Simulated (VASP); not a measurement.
# IrS (Fm-3m) in VASP: further runs

The runs below take IrS through single point, with r2SCAN.

Everything below comes from runs of VASP 6.6.1. Logs are shortened: lines on timing, memory, paths and dates and some standing lists are left out, and cuts for length are marked.

## (1) The cell of the first run

It takes space group Fm-3m (No. 225, cubic). The conventional cell has a = 4.986 Å, b = 4.986 Å, c = 4.986 Å, α = 90.00°, β = 90.00°, γ = 90.00°. Ir (site symmetry m-3m) has 6 S at 2.49 Å within 3.3 Å. S (site symmetry m-3m) has 6 Ir at 2.49 Å within 3.3 Å.

## (2) Single point, r2SCAN (15.49 Å³/atom)

POSCAR reads:

```
IrS
1.0
    0.0000000000      2.4928971690      2.4928971690
    2.4928971690      0.0000000000      2.4928971690
    2.4928971690      2.4928971690      0.0000000000
Ir S
1 1
Direct
    0.5000000000      0.5000000000      0.5000000000
    0.0000000000      0.0000000000      0.0000000000
```

INCAR.step1 reads:

```
PREC = Accurate
ENCUT = 520
ISMEAR = 0
SIGMA = 0.05
LREAL = F
LASPH = T
NELM = 60
NBANDS = 14
GGA = PE
ALGO = Normal
EDIFF = 1E-4
LWAVE = T
LCHARG = F
```

INCAR.step2 reads:

```
PREC = Accurate
ENCUT = 520
EDIFF = 1E-7
ISMEAR = 0
SIGMA = 0.05
LREAL = F
LASPH = T
NELM = 60
ALGO = Normal
ISIF = 2
LWAVE = F
LCHARG = F
METAGGA = R2SCAN
LMIXTAU = T
NBANDS = 14
ISTART = 1
```

KPOINTS reads:

```
regular mesh
0
Gamma
  12 12 12
```

Potentials or basis: VASP PAW PBE potentials, release 64 (Ir, S).

On the command line:

```sh
$ cat potpaw_PBE.64/Ir/POTCAR potpaw_PBE.64/S/POTCAR > POTCAR
$ cp INCAR.step1 INCAR
$ mpirun -np 1 vasp_std > vasp.out
$ cp INCAR.step2 INCAR
$ mpirun -np 1 vasp_std > vasp.out
```

OUTCAR:

```text
PREC = Accurate
   ENCUT = 520
   EDIFF = 1E-7
   ISMEAR = 0
   LREAL = F
   LASPH = T
   NELM = 60
   ISIF = 2
   METAGGA = R2SCAN
   ISTART = 1

 ion  position               nearest neighbor table
   1  0.500  0.500  0.500-   2 2.49   2 2.49   2 2.49   2 2.49   2 2.49   2 2.49
   2  0.000  0.000  0.000-   1 2.49   1 2.49   1 2.49   1 2.49   1 2.49   1 2.49

  LATTYP: Found a face centered cubic cell.
 ALAT       =     4.9857943380

  Lattice vectors:

 A1 = (   0.0000000000,   2.4928971690,   2.4928971690)
 A2 = (   2.4928971690,   0.0000000000,   2.4928971690)
 A3 = (   2.4928971690,   2.4928971690,   0.0000000000)

Analysis of symmetry for initial positions (statically):
=====================================================================
 Subroutine PRICEL returns:
 Original cell was already a primitive cell.

 Routine SETGRP: Setting up the symmetry group for a
 face centered cubic supercell.

 Subroutine GETGRP returns: Found 48 space group operations
 (whereof 48 operations were pure point group operations)
 out of a pool of 48 trial point group operations.

The static configuration has the point symmetry O_h .

Analysis of symmetry for dynamics (positions and initial velocities):
=====================================================================
 Subroutine PRICEL returns:
 Original cell was already a primitive cell.

 Routine SETGRP: Setting up the symmetry group for a
 face centered cubic supercell.

 Subroutine GETGRP returns: Found 48 space group operations
 (whereof 48 operations were pure point group operations)
 out of a pool of 48 trial point group operations.

The dynamic configuration has the point symmetry O_h .

 Subroutine INISYM returns: Found 48 space group operations
 (whereof 48 operations are pure point group operations),
 and found     1 'primitive' translations

----------------------------------------------------------------------------------------

                                     Primitive cell

  volume of cell :      30.9844

  direct lattice vectors                    reciprocal lattice vectors
     0.000000000  2.492897169  2.492897169    -0.200569845  0.200569845  0.200569845
     2.492897169  0.000000000  2.492897169     0.200569845 -0.200569845  0.200569845
     2.492897169  2.492897169  0.000000000     0.200569845  0.200569845 -0.200569845

  length of vectors
     3.525488986  3.525488986  3.525488986     0.347397163  0.347397163  0.347397163

  position of ions in fractional coordinates (direct lattice)
     0.500000000  0.500000000  0.500000000
     0.000000000  0.000000000  0.000000000
[... 89 lines left out ...]
   NUPDOWN=      -1.0000    fix difference up-down
   EMIN   =  10.00;   EMAX   =-10.00  energy-range for DOS
   EFERMI =   0.00;   METHOD = LEGACY
   ISMEAR =     0;   SIGMA  =   0.05  broadening in eV -4-tet -1-fermi 0-gaus
   EFERMI_NEDOS =   21; number of points for ismear=-14 and -15
   IALGO  =     38    algorithm
   IMIX   =      4    mixing-type and parameters
     AMIX     =   0.40;   BMIX     =  1.00
     AMIX_MAG =   1.60;   BMIX_MAG =  1.00
  volume/ion in A,a.u.               =      15.49       104.55
  Fermi-wavevector in a.u.,A,eV,Ry     =   1.285457  2.429162 22.482263  1.652400
  Thomas-Fermi vector in A             =   2.417590
   LORBIT       =      0    0 simple, 1 ext, 2 COOP (PROOUT), +10 PAW based schemes
   METAGGA = R2SCAN    functional components
   LHFCALC =     F    Hartree Fock is set to
   AEXX    =    0.0000 exact exchange contribution
   IVDW    =     0    specifies the selected vdW correction
   LEPSILON=     F    determine dielectric tensor
   LRPA    =     F    only Hartree local field effects (RPA)
 non-spin polarized calculation
 Gauss-broadening in eV      SIGMA  =   0.05
  energy-cutoff  :      520.00
  volume of cell :       30.98
 maximum number of plane-waves:       869
 NGX is ok and might be reduce to    28
   NGX = 13   NGY = 13   NGZ = 13

 number of electron      15.0000000 magnetization

 Free energy of the ion-electron system (eV)
  ---------------------------------------------------
  ext. energy  EPLUGINS =         0.00000000
  ---------------------------------------------------
  free energy    TOTEN  =       -59.68544069 eV

  energy without entropy =      -59.68345516  energy(sigma->0) =      -59.68444793

 E-fermi :   8.2691     XC(G=0): -12.9905

 val. band max:        8.2591254528   @ k =  -0.4167   0.3333   0.1667
 cond. band min:       8.2981644288   @ k =   0.5000   0.5000   0.0000
 fundamental gap:      0.0390389760
 Fermi energy:         8.2691347885

 k-point     1 :       0.0000    0.0000    0.0000
  band No.  band energies     occupation
      1      -8.3274      2.00000
      2       5.2930      2.00000
      3       5.2930      2.00000
      4       5.2930      2.00000
      5       5.5624      2.00000
      6       5.5625      2.00000
      7       5.9042      2.00000
      8       5.9042      2.00000
      9       5.9042      2.00000
     10      11.2996      0.00000
     11      19.5952      0.00000
     12      21.1967      0.00000
     13      21.1967      0.00000
     14      21.1967      0.00000
[... 377 lines left out ...]
      1      -6.3305      2.00000
      2      -0.0108      2.00000
      3       2.1000      2.00000
      4       2.1699      2.00000
      5       6.8556      2.00000
      6       6.9523      2.00000
      7       7.4130      2.00000
      8      10.1321      0.00000
      9      11.6048      0.00000
     10      13.3833      0.00000
     11      15.6173      0.00000
     12      16.7908      0.00000
     13      18.1916      0.00000
     14      21.5174      0.00000

 [... further k-points ...]

------------------------ aborting loop because EDIFF is reached ----------------------------------------

  FORCE on cell =-STRESS in cart. coord.  units (eV):
  Direction    XX          YY          ZZ          XY          YZ          ZX
  --------------------------------------------------------------------------------------
  -------------------------------------------------------------------------------------
  Total       -1.1867667     -1.1867667     -1.1867667     -0.0000000     -0.0000000      0.0000000
  in kB      -61.3667117    -61.3667117    -61.3667117     -0.0000000     -0.0000000      0.0000000
  external PRESSURE =     -61.3667117 kB  Pullay stress =       0.0000000 kB

 VOLUME and BASIS-vectors are now :
 -----------------------------------------------------------------------------
  energy-cutoff  :      520.00
  volume of cell :       30.98
      direct lattice vectors                 reciprocal lattice vectors
     0.000000000  2.492897169  2.492897169    -0.200569845  0.200569845  0.200569845
     2.492897169  0.000000000  2.492897169     0.200569845 -0.200569845  0.200569845
     2.492897169  2.492897169  0.000000000     0.200569845  0.200569845 -0.200569845

 POSITION                                       TOTAL-FORCE (eV/Angst)
 -----------------------------------------------------------------------------------
      2.49290      2.49290      2.49290         0.000000      0.000000     -0.000000
      0.00000      0.00000      0.00000        -0.000000     -0.000000      0.000000
 -----------------------------------------------------------------------------------
    total drift:                                0.000000      0.000000      0.000000

  FREE ENERGIE OF THE ION-ELECTRON SYSTEM (eV)
  ---------------------------------------------------
  free  energy   TOTEN  =       -59.6854406903 eV

  energy  without entropy=      -59.6834551629  energy(sigma->0) =      -59.68444793
```

Run time: 2.3 min. Hardware: 1 thread of Intel Xeon Platinum 8488C (Sapphire Rapids), shared host; peak memory 0.19 GiB.

Results:

```yaml
Free_energy: -59.6854 eV
Pressure: -6.1 GPa
Band_gap_on_the_k_mesh: zero (an odd number of electrons rules out a gap without spin polarisation)
```

Caveat: the cell stands under tension; the PAW data sets were made with another functional, which shifts forces and pressure a little; spin-orbit coupling is left out, which moves the levels of the heavy elements.

## (3) Single point, r2SCAN (15.94 Å³/atom)

This run uses another cell than the first one, of 15.94 Å³/atom.

POSCAR reads:

```
IrS
1.0
    0.0000000000      2.5166404758      2.5166404758
    2.5166404758      0.0000000000      2.5166404758
    2.5166404758      2.5166404758      0.0000000000
Ir S
1 1
Direct
    0.5000000000      0.5000000000      0.5000000000
    0.0000000000      0.0000000000      0.0000000000
```

INCAR.step1 reads:

```
SYSTEM = IrS
PREC = Accurate ; ENCUT = 520
ISMEAR = 0 ; SIGMA = 0.05
LREAL = .FALSE. ; LASPH = .TRUE.
NELM = 60 ; NBANDS = 14
GGA = PE ; ALGO = Normal
EDIFF = 1E-4 ; LWAVE = .TRUE.
LCHARG = .FALSE.
```

INCAR.step2 reads:

```
SYSTEM = IrS
PREC = Accurate ; ENCUT = 520
EDIFF = 1E-6 ; ISMEAR = 0
SIGMA = 0.05 ; LREAL = .FALSE.
LASPH = .TRUE. ; NELM = 60
ALGO = Normal ; ISIF = 2
LWAVE = .FALSE. ; LCHARG = .FALSE.
METAGGA = R2SCAN ; LMIXTAU = .TRUE.
NBANDS = 14 ; ISTART = 1
```

KPOINTS reads:

```
regular mesh
0
G
  12 12 12
  0 0 0
```

Potentials or basis: VASP PAW PBE potentials, release 64 (Ir, S).

On the command line:

```sh
$ cat potpaw_PBE.64/Ir/POTCAR potpaw_PBE.64/S/POTCAR > POTCAR
$ cp INCAR.step1 INCAR
$ mpirun -np 1 vasp_std > vasp.out
$ cp INCAR.step2 INCAR
$ mpirun -np 1 vasp_std > vasp.out
```

OUTCAR:

```text
SYSTEM = IrS
   PREC = Accurate
   ENCUT = 520
   EDIFF = 1E-6
   ISMEAR = 0
   LREAL = .FALSE.
   LASPH = .TRUE.
   NELM = 60
   ISIF = 2
   METAGGA = R2SCAN
   ISTART = 1

 ion  position               nearest neighbor table
   1  0.500  0.500  0.500-   2 2.52   2 2.52   2 2.52   2 2.52   2 2.52   2 2.52
   2  0.000  0.000  0.000-   1 2.52   1 2.52   1 2.52   1 2.52   1 2.52   1 2.52

  LATTYP: Found a face centered cubic cell.
 ALAT       =     5.0332809516

  Lattice vectors:

 A1 = (   0.0000000000,   2.5166404758,   2.5166404758)
 A2 = (   2.5166404758,   0.0000000000,   2.5166404758)
 A3 = (   2.5166404758,   2.5166404758,   0.0000000000)

Analysis of symmetry for initial positions (statically):
=====================================================================
 Subroutine PRICEL returns:
 Original cell was already a primitive cell.

 Routine SETGRP: Setting up the symmetry group for a
 face centered cubic supercell.

 Subroutine GETGRP returns: Found 48 space group operations
 (whereof 48 operations were pure point group operations)
 out of a pool of 48 trial point group operations.

The static configuration has the point symmetry O_h .

Analysis of symmetry for dynamics (positions and initial velocities):
=====================================================================
 Subroutine PRICEL returns:
 Original cell was already a primitive cell.

 Routine SETGRP: Setting up the symmetry group for a
 face centered cubic supercell.

 Subroutine GETGRP returns: Found 48 space group operations
 (whereof 48 operations were pure point group operations)
 out of a pool of 48 trial point group operations.

The dynamic configuration has the point symmetry O_h .

 Subroutine INISYM returns: Found 48 space group operations
 (whereof 48 operations are pure point group operations),
 and found     1 'primitive' translations

----------------------------------------------------------------------------------------

                                     Primitive cell

[... 120 lines left out ...]
   LRPA    =     F    only Hartree local field effects (RPA)
 non-spin polarized calculation
 Gauss-broadening in eV      SIGMA  =   0.05
  energy-cutoff  :      520.00
  volume of cell :       31.88
 maximum number of plane-waves:       881
   NGX = 13   NGY = 13   NGZ = 13

 number of electron      15.0000001 magnetization

 Free energy of the ion-electron system (eV)
  ---------------------------------------------------
  ext. energy  EPLUGINS =         0.00000000
  ---------------------------------------------------
  free energy    TOTEN  =       -59.63877393 eV

  energy without entropy =      -59.63674796  energy(sigma->0) =      -59.63776094

 E-fermi :   7.8549     XC(G=0): -12.8195

 val. band max:        7.8530533899   @ k =   0.1667   0.0000   0.0000
 cond. band min:       7.8899606934   @ k =  -0.2500   0.5000   0.2500
 fundamental gap:      0.0369073035
 Fermi energy:         7.8549199198

 k-point     1 :       0.0000    0.0000    0.0000
  band No.  band energies     occupation
      1      -8.4887      2.00000
      2       5.0319      2.00000
      3       5.0320      2.00000
      4       5.0320      2.00000
      5       5.2948      2.00000
      6       5.2948      2.00000
      7       5.5408      2.00000
      8       5.5408      2.00000
      9       5.5408      2.00000
     10      10.6481      0.00000
     11      19.2218      0.00000
     12      20.6300      0.00000
     13      20.6300      0.00000
     14      20.6300      0.00000
[... 377 lines left out ...]
      1      -6.6031      2.00000
      2      -0.1728      2.00000
      3       1.8918      2.00000
      4       1.9608      2.00000
      5       6.5068      2.00000
      6       6.6005      2.00000
      7       7.0331      2.00000
      8       9.6491      0.00000
      9      11.0762      0.00000
     10      12.9645      0.00000
     11      15.0491      0.00000
     12      16.2994      0.00000
     13      17.6299      0.00000
     14      21.0456      0.00000

 [... further k-points ...]

------------------------ aborting loop because EDIFF is reached ----------------------------------------

  FORCE on cell =-STRESS in cart. coord.  units (eV):
  Direction    XX          YY          ZZ          XY          YZ          ZX
  --------------------------------------------------------------------------------------
  -------------------------------------------------------------------------------------
  Total       -2.0991895     -2.0991895     -2.0991895      0.0000000      0.0000000      0.0000000
  in kB     -105.5039459   -105.5039459   -105.5039459      0.0000000      0.0000000      0.0000000
  external PRESSURE =    -105.5039459 kB  Pullay stress =       0.0000000 kB

 VOLUME and BASIS-vectors are now :
 -----------------------------------------------------------------------------
  energy-cutoff  :      520.00
  volume of cell :       31.88
      direct lattice vectors                 reciprocal lattice vectors
     0.000000000  2.516640476  2.516640476    -0.198677564  0.198677564  0.198677564
     2.516640476  0.000000000  2.516640476     0.198677564 -0.198677564  0.198677564
     2.516640476  2.516640476  0.000000000     0.198677564  0.198677564 -0.198677564

 POSITION                                       TOTAL-FORCE (eV/Angst)
 -----------------------------------------------------------------------------------
      2.51664      2.51664      2.51664        -0.000000     -0.000000     -0.000000
      0.00000      0.00000      0.00000         0.000000      0.000000      0.000000
 -----------------------------------------------------------------------------------
    total drift:                                0.000000      0.000000      0.000000

  FREE ENERGIE OF THE ION-ELECTRON SYSTEM (eV)
  ---------------------------------------------------
  free  energy   TOTEN  =       -59.6387739292 eV

  energy  without entropy=      -59.6367479586  energy(sigma->0) =      -59.63776094
```

OUTCAR.step1:

```text
SYSTEM = IrS
   PREC = Accurate
   ENCUT = 520
   ISMEAR = 0
   LREAL = .FALSE.
   LASPH = .TRUE.
[... 629 lines left out ...]
      2.51664      2.51664      2.51664         0.000000     -0.000000     -0.000000
      0.00000      0.00000      0.00000         0.000000      0.000000      0.000000
 -----------------------------------------------------------------------------------
    total drift:                                0.000000      0.000000      0.000000

  FREE ENERGIE OF THE ION-ELECTRON SYSTEM (eV)
  ---------------------------------------------------
  free  energy   TOTEN  =       -12.0569712969 eV

  energy  without entropy=      -12.0548385697  energy(sigma->0) =      -12.05590493
```

Run time: 1.8 min. Hardware: 1 thread of Intel Xeon Platinum 8488C (Sapphire Rapids), shared host; peak memory 0.18 GiB.

Results:

| Item | Value |
| --- | --- |
| Free energy | -59.6388 eV |
| Pressure | -10.6 GPa |
| Band gap on the k mesh | zero (an odd number of electrons rules out a gap without spin polarisation) |

Caveat: the cell stands under tension; the PAW data sets were made with another functional, which shifts forces and pressure a little; spin-orbit coupling is left out, which moves the levels of the heavy elements.
